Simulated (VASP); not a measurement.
# Be (Im-3m) in VASP: notebook, part 2 of 2

VASP 6.6.1. The steps go on from the part before.

## (4) Single point, PBE (volume scaled by 0.96)

INCAR reads:

```
SYSTEM = Be
  PREC = Accurate
  ENCUT = 520
  EDIFF = 1E-7
  ISMEAR = -1
  SIGMA = 0.03
  LREAL = .False.
  LASPH = .True.
  NELM = 100
  ALGO = Normal
  ISIF = 2
  LWAVE = .False.
  LCHARG = .False.
  GGA = PE
  NBANDS = 7
```

KPOINTS reads:

```
Automatic mesh
0
Gamma
  23 23 23
  0 0 0
```

POSCAR reads:

```
Be
1.0
   -1.2361848083      1.2361848083      1.2361848083
    1.2361848083     -1.2361848083      1.2361848083
    1.2361848083      1.2361848083     -1.2361848083
Be
1
Direct
    0.0000000000      0.0000000000      0.0000000000
```

Potentials or basis: VASP PAW PBE potentials, release 64 (Be).

Started as:

```
cat potpaw_PBE.64/Be/POTCAR > POTCAR
mpirun -np 1 vasp_std > vasp.out
```

OUTCAR:

```text
SYSTEM = Be
   PREC = Accurate
   ENCUT = 520
   EDIFF = 1E-7
   ISMEAR = -1
   LREAL = .False.
   LASPH = .True.
   NELM = 100
   ISIF = 2
   GGA = PE

 ion  position               nearest neighbor table
   1  0.000  0.000  0.000-

  LATTYP: Found a body centered cubic cell.
 ALAT       =     2.4723696166

  Lattice vectors:

 A1 = (  -1.2361848083,   1.2361848083,   1.2361848083)
 A2 = (   1.2361848083,  -1.2361848083,   1.2361848083)
 A3 = (   1.2361848083,   1.2361848083,  -1.2361848083)

Analysis of symmetry for initial positions (statically):
=====================================================================
 Subroutine PRICEL returns:
 Original cell was already a primitive cell.

 Routine SETGRP: Setting up the symmetry group for a
 body centered cubic supercell.

 Subroutine GETGRP returns: Found 48 space group operations
 (whereof 48 operations were pure point group operations)
 out of a pool of 48 trial point group operations.

The static configuration has the point symmetry O_h .

Analysis of symmetry for dynamics (positions and initial velocities):
=====================================================================
 Subroutine PRICEL returns:
 Original cell was already a primitive cell.

 Routine SETGRP: Setting up the symmetry group for a
 body centered cubic supercell.

 Subroutine GETGRP returns: Found 48 space group operations
 (whereof 48 operations were pure point group operations)
 out of a pool of 48 trial point group operations.

The dynamic configuration has the point symmetry O_h .

 Subroutine INISYM returns: Found 48 space group operations
 (whereof 48 operations are pure point group operations),
 and found     1 'primitive' translations

----------------------------------------------------------------------------------------

                                     Primitive cell

  volume of cell :       7.5563

  direct lattice vectors                    reciprocal lattice vectors
    -1.236184808  1.236184808  1.236184808     0.000000000  0.404470267  0.404470267
     1.236184808 -1.236184808  1.236184808     0.404470267  0.000000000  0.404470267
     1.236184808  1.236184808 -1.236184808     0.404470267  0.404470267  0.000000000

  length of vectors
     2.141134896  2.141134896  2.141134896     0.572007338  0.572007338  0.572007338

  position of ions in fractional coordinates (direct lattice)
     0.000000000  0.000000000  0.000000000

  ion indices of the primitive-cell ions
   primitive index   ion index
                 1           1

----------------------------------------------------------------------------------------

 KPOINTS: Automatic mesh

Automatic generation of k-mesh.
 Grid dimensions read from file:
 generate k-points for:   23   23   23

 Generating k-lattice:

  Cartesian coordinates                     Fractional coordinates (reciprocal lattice)
     0.000000000  0.017585664  0.017585664     0.043478261  0.000000000  0.000000000
     0.017585664  0.000000000  0.017585664     0.000000000  0.043478261  0.000000000
     0.017585664  0.017585664  0.000000000     0.000000000  0.000000000  0.043478261

  Length of vectors
     0.024869884  0.024869884  0.024869884

  Shift w.r.t. Gamma in fractional coordinates (k-lattice)
     0.000000000  0.000000000  0.000000000

 Subroutine IBZKPT returns following result:
 ===========================================

 Found    364 irreducible k-points:

 Following reciprocal coordinates:
            Coordinates               Weight
  0.000000  0.000000  0.000000      1.000000
  0.043478  0.000000  0.000000     12.000000
  0.086957  0.000000  0.000000     12.000000
  0.130435  0.000000  0.000000     12.000000
  0.173913  0.000000  0.000000     12.000000
  0.217391  0.000000  0.000000     12.000000
[... 16 lines left out ...]
  0.478261  0.043478  0.000000     24.000000
  0.086957  0.086957  0.000000     24.000000
 [... further k-points ...]
   k-points           NKPTS =    364   k-points in BZ     NKDIM =    364   number of bands    NBANDS=      7
   number of dos      NEDOS =    301   number of ions     NIONS =      1
   total plane-waves  NPLWV =   4096
   dimension x,y,z NGX =    16 NGY =   16 NGZ =   16
   dimension x,y,z NGXF=    32 NGYF=   32 NGZF=   32
   ions per type =               1
   NGX,Y,Z   is equivalent  to a cutoff of  12.42, 12.42, 12.42 a.u.
   NGXF,Y,Z  is equivalent  to a cutoff of  24.85, 24.85, 24.85 a.u.
 SYSTEM =  Be
   PREC   = accura    normal or accurate (medium, high low for compatibility)
   ISTART =      0    job   : 0-new  1-cont  2-samecut
   ICHARG =      2    charge: 1-file 2-atom 10-const
   ISPIN  =      1    spin polarized calculation?
   LNONCOLLINEAR =      F non collinear calculations
   LSORBIT =      F    spin-orbit coupling
   LASPH  =      T    aspherical Exc in radial PAW
   ENCUT  =  520.0 eV  38.22 Ry    6.18 a.u.   3.98  3.98  3.98*2*pi/ulx,y,z
   NELM   =    100;   NELMIN=  2; NELMDL= -5     # of ELM steps
   EDIFF  = 0.1E-06   stopping-criterion for ELM
   LREAL  =      F    real-space projection
   EDIFFG = 0.1E-05   stopping-criterion for IOM
   NSW    =      0    number of steps for IOM
   IBRION =     -1    ionic relax: 0-MD 1-quasi-New 2-CG
   NFREE  =      0    steps in history (QN), initial steepest desc. (CG)
   ISIF   =      2    stress and relaxation
   ISYM   =      2    0-nonsym 1-usesym 2-fastsym
   POTIM  = 0.5000    time-step for ionic-motion
   TEBEG  =    0.0;   TEEND  =   0.0 temperature during run
   PSTRESS=    0.0 pullay stress
   NELECT =       2.0000    total number of electrons
   NUPDOWN=      -1.0000    fix difference up-down
   EMIN   =  10.00;   EMAX   =-10.00  energy-range for DOS
   EFERMI =   0.00;   METHOD = LEGACY
   ISMEAR =    -1;   SIGMA  =   0.03  broadening in eV -4-tet -1-fermi 0-gaus
   EFERMI_NEDOS =   21; number of points for ismear=-14 and -15
   IALGO  =     38    algorithm
   IMIX   =      4    mixing-type and parameters
     AMIX     =   0.40;   BMIX     =  1.00
     AMIX_MAG =   1.60;   BMIX_MAG =  1.00
  volume/ion in A,a.u.               =       7.56        50.99
  Fermi-wavevector in a.u.,A,eV,Ry     =   1.051110  1.986310 15.032150  1.104832
  Thomas-Fermi vector in A             =   2.186140
   LORBIT       =      0    0 simple, 1 ext, 2 COOP (PROOUT), +10 PAW based schemes
   GGA     = PE    functional components
   LHFCALC =     F    Hartree Fock is set to
   AEXX    =    0.0000 exact exchange contribution
   IVDW    =     0    specifies the selected vdW correction
   LEPSILON=     F    determine dielectric tensor
   LRPA    =     F    only Hartree local field effects (RPA)
 non-spin polarized calculation
  energy-cutoff  :      520.00
  volume of cell :        7.56
 maximum number of plane-waves:       220
   NGX =  7   NGY =  7   NGZ =  7

 number of electron       2.0000000 magnetization

 Free energy of the ion-electron system (eV)
  ---------------------------------------------------
  ext. energy  EPLUGINS =         0.00000000
  ---------------------------------------------------
  free energy    TOTEN  =        -3.66193330 eV

  energy without entropy =       -3.66141538  energy(sigma->0) =       -3.66167434

 E-fermi :   8.3236     XC(G=0): -10.7618

 val. band max:        8.2701700933   @ k =   0.3043   0.2609   0.0870
 cond. band min:       8.3609611314   @ k =   0.3043   0.3043   0.0000
 fundamental gap:      0.0907910381
 Fermi energy:         8.3236066982

 k-point     1 :       0.0000    0.0000    0.0000
  band No.  band energies     occupation
      1      -4.2004      2.00000
      2      28.2814      0.00000
      3      28.2814      0.00000
      4      28.2814      0.00000
      5      39.7956      0.00000
      6      39.7956      0.00000
      7      39.7956      0.00000

 k-point     2 :       0.0435    0.0000    0.0000
  band No.  band energies     occupation
      1      -4.1330      2.00000
      2      27.9433      0.00000
      3      27.9951      0.00000
      4      28.1994      0.00000
      5      38.8292      0.00000
      6      38.8796      0.00000
      7      40.2613      0.00000
[... 201 lines left out ...]
 k-point    23 :       0.4783    0.0435    0.0000
  band No.  band energies     occupation
      1       2.9698      2.00000
      2       8.7868      0.00000
      3      20.7200      0.00000
      4      23.6095      0.00000
      5      30.0008      0.00000
      6      35.4390      0.00000
      7      45.5451      0.00000

 k-point    24 :       0.0870    0.0870    0.0000
  band No.  band energies     occupation
      1      -3.3915      2.00000
      2      25.0003      0.00000
      3      25.1499      0.00000
      4      26.9000      0.00000
      5      35.0984      0.00000
      6      35.6684      0.00000
      7      39.9498      0.00000

 [... further k-points ...]
[... 5 lines left out ...]
  --------------------------------------------------------------------------------------
  -------------------------------------------------------------------------------------
  Total        0.2172178      0.2172178      0.2172178      0.0000000      0.0000000      0.0000000
  in kB       46.0570261     46.0570261     46.0570261      0.0000000      0.0000000      0.0000000
  external PRESSURE =      46.0570261 kB  Pullay stress =       0.0000000 kB

 VOLUME and BASIS-vectors are now :
 -----------------------------------------------------------------------------
  energy-cutoff  :      520.00
  volume of cell :        7.56
      direct lattice vectors                 reciprocal lattice vectors
    -1.236184808  1.236184808  1.236184808     0.000000000  0.404470267  0.404470267
     1.236184808 -1.236184808  1.236184808     0.404470267  0.000000000  0.404470267
     1.236184808  1.236184808 -1.236184808     0.404470267  0.404470267  0.000000000

 POSITION                                       TOTAL-FORCE (eV/Angst)
 -----------------------------------------------------------------------------------
      0.00000      0.00000      0.00000        -0.000000      0.000000      0.000000
 -----------------------------------------------------------------------------------
    total drift:                               -0.000000     -0.000000     -0.000000

  FREE ENERGIE OF THE ION-ELECTRON SYSTEM (eV)
  ---------------------------------------------------
  free  energy   TOTEN  =        -3.6619332978 eV

  energy  without entropy=       -3.6614153768  energy(sigma->0) =       -3.66167434
```

It took 14 s on 1 thread of Intel Xeon 8259CL, shared host; peak memory 0.12 GiB.

Results:

* Free energy: -3.6619 eV
* Pressure: 4.6 GPa
* Band gap on the k mesh: zero (band 1 reaches 11.94 eV, above the bottom of band 2 at 6.92 eV)

Levels at points of the mesh, in eV from the Fermi level:
| k point | band 1 | band 2 | band 3 | band 4 |
| --- | --- | --- | --- | --- |
| (0.00, 0.00, 0.00) | -12.52 | 19.96 | 19.96 | 19.96 |

## (5) Overview

```tsv
cell	gap on the mesh (eV)	pressure (GPa)
a = 2.126 Å, angles 109.5°, 1 atom	none	7.6
a = 2.156 Å, angles 109.5°, 1 atom	none	1.8
a = 2.141 Å, angles 109.5°, 1 atom	none	4.6
```

Alike in all rows: task single point; level PBE; potentials or basis VASP PAW PBE potentials, release 64 (Be); no spin polarisation; k mesh 23 × 23 × 23; cutoff (eV) 520; smearing fermi-dirac 0.03 eV.

Total energies depend on the potentials used, so only differences within one code and one set of settings carry meaning.
